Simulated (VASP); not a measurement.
# Ge (I4_1/amd) in VASP: further runs

The runs below take Ge through single point, with r2SCAN.

Everything below comes from runs of VASP 6.6.1. Logs are shortened: lines on timing, memory, paths and dates and some standing lists are left out, and cuts for length are marked.

## Step 1: The cell of the first run

The structure is tetragonal, space group I4_1/amd (No. 141). The conventional cell has a = 4.093 Å, b = 4.093 Å, c = 5.607 Å, α = 90.00°, β = 90.00°, γ = 90.00°. Ge (site symmetry -4m2) has 4 Ge at 2.48 Å within 3.3 Å.

## Step 2: Single point, r2SCAN (biaxial strain in the a-b plane: +2.0 %)

POSCAR

```
Ge
1.0
    2.8941756495      2.8941756495      0.0000000000
   -2.8941756495      2.8941756495      0.0000000000
    0.0000000000      0.0000000000      5.6067559642
Ge
4
Direct
    0.5000000000      0.5000000000      0.5000000000
    0.5000000000      0.0000000000      0.2500000000
    0.0000000000      0.0000000000      0.0000000000
    0.0000000000      0.5000000000      0.7500000000
```

INCAR.step1

```
PREC = Accurate ; ENCUT = 520
ISMEAR = 0 ; SIGMA = 0.02
LREAL = F ; LASPH = T
NELM = 60 ; NBANDS = 36
GGA = PE ; ALGO = Normal
EDIFF = 1E-4 ; LWAVE = T
LCHARG = F
```

INCAR.step2

```
PREC = Accurate ; ENCUT = 520
EDIFF = 1E-6 ; ISMEAR = 0
SIGMA = 0.02 ; LREAL = F
LASPH = T ; NELM = 60
ALGO = Normal ; ISIF = 2
LWAVE = F ; LCHARG = T
METAGGA = R2SCAN ; LMIXTAU = T
LELF = T ; LVHAR = T
NBANDS = 36 ; ISTART = 1
```

KPOINTS

```
Automatic mesh
0
Gamma
  10 10 6
```

Potentials or basis: VASP PAW PBE potentials, release 64 (Ge_d).

On the command line:

```bash
$ cat potpaw_PBE.64/Ge_d/POTCAR > POTCAR
$ cp INCAR.step1 INCAR
$ mpirun -np 1 vasp_std > vasp.out
$ cp INCAR.step2 INCAR
$ mpirun -np 1 vasp_std > vasp.out
```

OUTCAR:

```text
PREC = Accurate
   ENCUT = 520
   EDIFF = 1E-6
   ISMEAR = 0
   LREAL = F
   LASPH = T
   NELM = 60
   ISIF = 2
   METAGGA = R2SCAN
   ISTART = 1

 ion  position               nearest neighbor table
   1  0.500  0.500  0.500-   2 2.48   4 2.48   2 2.48   4 2.48
   2  0.500  0.000  0.250-   1 2.48   3 2.48   1 2.48   3 2.48
   3  0.000  0.000  0.000-   2 2.48   4 2.48   4 2.48   2 2.48
   4  0.000  0.500  0.750-   1 2.48   3 2.48   3 2.48   1 2.48

  LATTYP: Found a simple tetragonal cell.
 ALAT       =     4.0929824554
 C/A-ratio  =     1.3698460781

  Lattice vectors:

 A1 = (   2.8941756495,   2.8941756495,   0.0000000000)
 A2 = (  -2.8941756495,   2.8941756495,   0.0000000000)
 A3 = (   0.0000000000,   0.0000000000,   5.6067559642)

Analysis of symmetry for initial positions (statically):
=====================================================================
 Subroutine PRICEL returns following result:

  LATTYP: Found a body centered tetragonal cell.
 ALAT       =     4.0929824554
 C/A-ratio  =     1.3698460781

  Lattice vectors:

 A1 = (   0.0000000000,  -2.8941756495,  -2.8033779821)
 A2 = (   0.0000000000,   2.8941756495,  -2.8033779821)
 A3 = (   2.8941756495,   0.0000000000,   2.8033779821)

   2 primitive cells build up your supercell.

 Routine SETGRP: Setting up the symmetry group for a
 simple tetragonal supercell.

 Subroutine GETGRP returns: Found 16 space group operations
 (whereof  8 operations were pure point group operations)
 out of a pool of 16 trial point group operations.

The static configuration has the point symmetry D_2d.
 The point group associated with its full space group is D_4h.

Analysis of symmetry for dynamics (positions and initial velocities):
=====================================================================
 Subroutine PRICEL returns following result:

  LATTYP: Found a body centered tetragonal cell.
 ALAT       =     4.0929824554
 C/A-ratio  =     1.3698460781

  Lattice vectors:

 A1 = (   0.0000000000,  -2.8941756495,  -2.8033779821)
 A2 = (   0.0000000000,   2.8941756495,  -2.8033779821)
 A3 = (   2.8941756495,   0.0000000000,   2.8033779821)

   2 primitive cells build up your supercell.

 Routine SETGRP: Setting up the symmetry group for a
 simple tetragonal supercell.

 Subroutine GETGRP returns: Found 16 space group operations
 (whereof  8 operations were pure point group operations)
 out of a pool of 16 trial point group operations.

The dynamic configuration has the point symmetry D_2d.
 The point group associated with its full space group is D_4h.

 Subroutine INISYM returns: Found 16 space group operations
 (whereof  8 operations are pure point group operations),
 and found     2 'primitive' translations

----------------------------------------------------------------------------------------

                                     Primitive cell

  volume of cell :      46.9636

  direct lattice vectors                    reciprocal lattice vectors
     0.000000000 -2.894175650 -2.803377982     0.172760765 -0.172760765 -0.178356256
     0.000000000  2.894175650 -2.803377982     0.172760765  0.172760765 -0.178356256
     2.894175650  0.000000000  2.803377982     0.345521531  0.000000000  0.000000000

  length of vectors
     4.029290359  4.029290359  4.029290359     0.302495484  0.302495484  0.345521531

  position of ions in fractional coordinates (direct lattice)
     0.000000000  0.000000000  0.000000000
     0.750000000  0.250000000  0.500000000

  ion indices of the primitive-cell ions
   primitive index   ion index
                 1           1
                 2           2

----------------------------------------------------------------------------------------

 KPOINTS: Automatic mesh

Automatic generation of k-mesh.
 Grid dimensions read from file:
 generate k-points for:   10   10    6

 Generating k-lattice:

  Cartesian coordinates                     Fractional coordinates (reciprocal lattice)
     0.017276077  0.017276077  0.000000000     0.100000000  0.000000000  0.000000000
    -0.017276077  0.017276077  0.000000000     0.000000000  0.100000000  0.000000000
     0.000000000  0.000000000  0.029726043     0.000000000  0.000000000  0.166666667

  Length of vectors
     0.024432062  0.024432062  0.029726043

  Shift w.r.t. Gamma in fractional coordinates (k-lattice)
     0.000000000  0.000000000  0.000000000

 Subroutine IBZKPT returns following result:
 ===========================================

 Found     84 irreducible k-points:

 Following reciprocal coordinates:
            Coordinates               Weight
  0.000000  0.000000  0.000000      1.000000
  0.100000  0.000000  0.000000      4.000000
  0.200000  0.000000  0.000000      4.000000
  0.300000  0.000000  0.000000      4.000000
  0.400000  0.000000  0.000000      4.000000
  0.500000  0.000000  0.000000      2.000000
[... 16 lines left out ...]
  0.100000  0.000000  0.166667      8.000000
  0.200000  0.000000  0.166667      8.000000
 [... further k-points ...]
   k-points           NKPTS =     84   k-points in BZ     NKDIM =     84   number of bands    NBANDS=     36
   number of dos      NEDOS =    301   number of ions     NIONS =      4
   total plane-waves  NPLWV =  37800
   dimension x,y,z NGX =    30 NGY =   30 NGZ =   42
   dimension x,y,z NGXF=    60 NGYF=   60 NGZF=   84
   ions per type =               4
   NGX,Y,Z   is equivalent  to a cutoff of  12.19, 12.19, 12.45 a.u.
   NGXF,Y,Z  is equivalent  to a cutoff of  24.37, 24.37, 24.91 a.u.
 SYSTEM =  unknown system
   PREC   = accura    normal or accurate (medium, high low for compatibility)
   ISTART =      1    job   : 0-new  1-cont  2-samecut
   ICHARG =      0    charge: 1-file 2-atom 10-const
   ISPIN  =      1    spin polarized calculation?
   LNONCOLLINEAR =      F non collinear calculations
   LSORBIT =      F    spin-orbit coupling
   LASPH  =      T    aspherical Exc in radial PAW
   ENCUT  =  520.0 eV  38.22 Ry    6.18 a.u.   7.61  7.61 10.42*2*pi/ulx,y,z
   NELM   =     60;   NELMIN=  2; NELMDL=  0     # of ELM steps
   EDIFF  = 0.1E-05   stopping-criterion for ELM
   LREAL  =      F    real-space projection
   EDIFFG = 0.1E-04   stopping-criterion for IOM
   NSW    =      0    number of steps for IOM
   IBRION =     -1    ionic relax: 0-MD 1-quasi-New 2-CG
   NFREE  =      0    steps in history (QN), initial steepest desc. (CG)
   ISIF   =      2    stress and relaxation
   ISYM   =      2    0-nonsym 1-usesym 2-fastsym
   POTIM  = 0.5000    time-step for ionic-motion
   TEBEG  =    0.0;   TEEND  =   0.0 temperature during run
   PSTRESS=    0.0 pullay stress
   NELECT =      56.0000    total number of electrons
   NUPDOWN=      -1.0000    fix difference up-down
   EMIN   =  10.00;   EMAX   =-10.00  energy-range for DOS
   EFERMI =   0.00;   METHOD = LEGACY
   ISMEAR =     0;   SIGMA  =   0.02  broadening in eV -4-tet -1-fermi 0-gaus
   EFERMI_NEDOS =   21; number of points for ismear=-14 and -15
   IALGO  =     38    algorithm
   IMIX   =      4    mixing-type and parameters
     AMIX     =   0.40;   BMIX     =  1.00
     AMIX_MAG =   1.60;   BMIX_MAG =  1.00
  volume/ion in A,a.u.               =      23.48       158.46
  Fermi-wavevector in a.u.,A,eV,Ry     =   1.377866  2.603789 25.830867  1.898515
  Thomas-Fermi vector in A             =   2.502980
   LORBIT       =      0    0 simple, 1 ext, 2 COOP (PROOUT), +10 PAW based schemes
   METAGGA = R2SCAN    functional components
   LHFCALC =     F    Hartree Fock is set to
   AEXX    =    0.0000 exact exchange contribution
   IVDW    =     0    specifies the selected vdW correction
   LEPSILON=     F    determine dielectric tensor
   LRPA    =     F    only Hartree local field effects (RPA)
 non-spin polarized calculation
 Gauss-broadening in eV      SIGMA  =   0.02
  energy-cutoff  :      520.00
  volume of cell :       93.93
 maximum number of plane-waves:      2566
   NGX = 15   NGY = 15   NGZ = 21

 number of electron      55.9999928 magnetization

 Free energy of the ion-electron system (eV)
  ---------------------------------------------------
  ext. energy  EPLUGINS =         0.00000000
  ---------------------------------------------------
  free energy    TOTEN  =       -55.46152126 eV

  energy without entropy =      -55.46152126  energy(sigma->0) =      -55.46152126

 E-fermi :   4.5539     XC(G=0): -10.6308

 val. band max:        4.4948387433   @ k =   0.0000   0.0000   0.0000
 cond. band min:       4.6130236064   @ k =   0.0000   0.0000   0.0000
 fundamental gap:      0.1181848631
 Fermi energy:         4.5539284008

 k-point     1 :       0.0000    0.0000    0.0000
  band No.  band energies     occupation
      1     -21.0230      2.00000
      2     -21.0230      2.00000
      3     -21.0013      2.00000
      4     -20.9938      2.00000
      5     -20.9938      2.00000
      6     -20.9606      2.00000
[... 28 lines left out ...]
     35      11.4096      0.00000
     36      13.9804      0.00000

 k-point     2 :       0.1000    0.0000    0.0000
  band No.  band energies     occupation
      1     -21.0292      2.00000
      2     -21.0233      2.00000
      3     -21.0032      2.00000
      4     -20.9988      2.00000
      5     -20.9948      2.00000
      6     -20.9538      2.00000
[... 28 lines left out ...]
     35      11.8169      0.00000
     36      13.3189      0.00000

 k-point     3 :       0.2000    0.0000    0.0000
  band No.  band energies     occupation
      1     -21.0395      2.00000
      2     -21.0240      2.00000
      3     -21.0089      2.00000
      4     -21.0076      2.00000
      5     -20.9939      2.00000
      6     -20.9440      2.00000
[... 28 lines left out ...]
     35      12.5008      0.00000
     36      12.5484      0.00000

 k-point     4 :       0.3000    0.0000    0.0000
  band No.  band energies     occupation
      1     -21.0453      2.00000
      2     -21.0248      2.00000
      3     -21.0178      2.00000
      4     -21.0154      2.00000
      5     -20.9872      2.00000
      6     -20.9384      2.00000
[... 28 lines left out ...]
     35      11.4555      0.00000
     36      11.5095      0.00000

 k-point     5 :       0.4000    0.0000    0.0000
  band No.  band energies     occupation
      1     -21.0446      2.00000
      2     -21.0284      2.00000
      3     -21.0249      2.00000
      4     -21.0208      2.00000
      5     -20.9735      2.00000
      6     -20.9421      2.00000
[... 655 lines left out ...]
 k-point    22 :       0.0000    0.0000    0.1667
  band No.  band energies     occupation
      1     -21.0213      2.00000
      2     -21.0213      2.00000
      3     -21.0033      2.00000
      4     -20.9961      2.00000
      5     -20.9961      2.00000
      6     -20.9668      2.00000
[... 28 lines left out ...]
     35      12.0109      0.00000
     36      13.4114      0.00000

 k-point    23 :       0.1000    0.0000    0.1667
  band No.  band energies     occupation
      1     -21.0277      2.00000
      2     -21.0216      2.00000
      3     -21.0070      2.00000
      4     -20.9999      2.00000
      5     -20.9938      2.00000
      6     -20.9599      2.00000
[... 28 lines left out ...]
     35      12.3347      0.00000
     36      12.6056      0.00000

 k-point    24 :       0.2000    0.0000    0.1667
  band No.  band energies     occupation
      1     -21.0376      2.00000
      2     -21.0222      2.00000
      3     -21.0119      2.00000
      4     -21.0072      2.00000
      5     -20.9917      2.00000
      6     -20.9501      2.00000
[... 28 lines left out ...]
     35      11.3862      0.00000
     36      11.9481      0.00000

 [... further k-points ...]

------------------------ aborting loop because EDIFF is reached ----------------------------------------

  FORCE on cell =-STRESS in cart. coord.  units (eV):
  Direction    XX          YY          ZZ          XY          YZ          ZX
  --------------------------------------------------------------------------------------
  -------------------------------------------------------------------------------------
  Total       -1.5065718     -1.5065718     -0.0944251      0.0000000      0.0000000      0.0000000
  in kB      -25.6985727    -25.6985727     -1.6106705      0.0000000      0.0000000      0.0000000
  external PRESSURE =     -17.6692719 kB  Pullay stress =       0.0000000 kB

 VOLUME and BASIS-vectors are now :
 -----------------------------------------------------------------------------
  energy-cutoff  :      520.00
  volume of cell :       93.93
      direct lattice vectors                 reciprocal lattice vectors
     2.894175650  2.894175650  0.000000000     0.172760765  0.172760765  0.000000000
    -2.894175650  2.894175650  0.000000000    -0.172760765  0.172760765  0.000000000
     0.000000000  0.000000000  5.606755964     0.000000000  0.000000000  0.178356256

 POSITION                                       TOTAL-FORCE (eV/Angst)
 -----------------------------------------------------------------------------------
      0.00000      2.89418      2.80338         0.000000     -0.000000      0.000000
      1.44709      1.44709      1.40169        -0.000000     -0.000000     -0.000000
      0.00000      0.00000      0.00000         0.000000     -0.000000      0.000000
     -1.44709      1.44709      4.20507        -0.000000      0.000000      0.000000
 -----------------------------------------------------------------------------------
    total drift:                               -0.000000      0.000000      0.000000

  FREE ENERGIE OF THE ION-ELECTRON SYSTEM (eV)
  ---------------------------------------------------
  free  energy   TOTEN  =       -55.4615212619 eV

  energy  without entropy=      -55.4615212558  energy(sigma->0) =      -55.46152126
```

It took 7.3 min on 1 thread of Intel Xeon 6975P-C (Granite Rapids), shared host; peak memory 0.33 GiB.

What came out:

```
Free energy            : -55.4615 eV
Pressure               : -1.8 GPa
Band gap on the k mesh : 0.12 eV
```

Caveat: the cell differs from its parent crystal (biaxial strain in the a-b plane: +2.0 %); the PAW data sets were made with another functional, which shifts forces and pressure a little. A k mesh can miss the band edges.

## Step 3: Single point, r2SCAN (biaxial strain in the a-b plane: +4.0 %, then relaxed in part)

POSCAR

```
Ge
1.0
    2.9509241917      2.9509241917      0.0000000000
   -2.9509241917      2.9509241917      0.0000000000
    0.0000000000      0.0000000000      5.5161803196
Ge
4
Direct
    0.5000000000      0.5000000000      0.5000000000
    0.5000000000      0.0000000000      0.2500000000
    0.0000000000      0.0000000000      0.0000000000
    0.0000000000      0.5000000000      0.7500000000
```

INCAR.step1

```
SYSTEM = Ge
  PREC = Accurate
  ENCUT = 520
  ISMEAR = 0
  SIGMA = 0.02
  LREAL = .FALSE.
  LASPH = .TRUE.
  NELM = 100
  NBANDS = 36
  GGA = PE
  ALGO = Normal
  EDIFF = 1E-4
  LWAVE = .TRUE.
  LCHARG = .FALSE.
```

INCAR.step2

```
SYSTEM = Ge
  PREC = Accurate
  ENCUT = 520
  EDIFF = 1E-7
  ISMEAR = 0
  SIGMA = 0.02
  LREAL = .FALSE.
  LASPH = .TRUE.
  NELM = 100
  ALGO = Normal
  ISIF = 2
  LWAVE = .FALSE.
  LCHARG = .FALSE.
  METAGGA = R2SCAN
  LMIXTAU = .TRUE.
  NBANDS = 36
  ISTART = 1
```

KPOINTS

```
Automatic mesh
0
G
  10 10 6
  0 0 0
```

Potentials or basis: VASP PAW PBE potentials, release 64 (Ge_d).

On the command line:

```bash
$ cat potpaw_PBE.64/Ge_d/POTCAR > POTCAR
$ cp INCAR.step1 INCAR
$ mpirun -np 1 vasp_std > vasp.out
$ cp INCAR.step2 INCAR
$ mpirun -np 1 vasp_std > vasp.out
```

Run time: 5.5 min. Hardware: 1 thread of Intel Xeon 6975P-C (Granite Rapids), shared host; peak memory 0.33 GiB.

Results (log left out):

| Item | Value |
| --- | --- |
| Free energy | -55.3788 eV |
| Pressure | -3.1 GPa |
| Band gap on the k mesh | 0.25 eV |

Stress tensor (GPa, compression positive):
```
-4.63  0.00  0.00
 0.00 -4.63  0.00
 0.00  0.00  0.01
```

Levels at points of the mesh, in eV from the valence-band top:
```csv
k point,band 24,band 25,band 26,band 27,band 28,band 29,band 30,band 31,band 32,band 33
"(0.00, 0.00, 0.00)",-3.24,-3.24,-0.12,-0.09,-0.09,0.40,0.76,0.76,2.54,2.90
"(0.50, 0.00, 0.00)",-6.44,-3.42,-3.42,-1.72,-1.72,1.83,1.83,5.08,5.08,5.64
"(0.50, 0.50, 0.00)",-9.02,-2.77,-2.77,-2.77,-2.77,1.30,1.30,1.30,1.30,9.41
"(0.00, 0.00, 0.50)",-4.55,-2.14,-2.14,-2.14,-2.14,0.93,0.93,3.03,3.03,6.05
"(0.50, 0.00, 0.50)",-7.52,-1.60,-1.60,-1.03,-1.03,0.25,0.25,3.85,3.85,4.30
"(0.50, 0.50, 0.50)",-8.91,-3.70,-3.70,-3.70,-3.70,5.06,5.06,5.06,5.06,5.60
```

Caveat: the cell differs from its parent crystal (biaxial strain in the a-b plane: +4.0 %, then relaxed in part); the cell stands under tension; the PAW data sets were made with another functional, which shifts forces and pressure a little. A k mesh can miss the band edges.
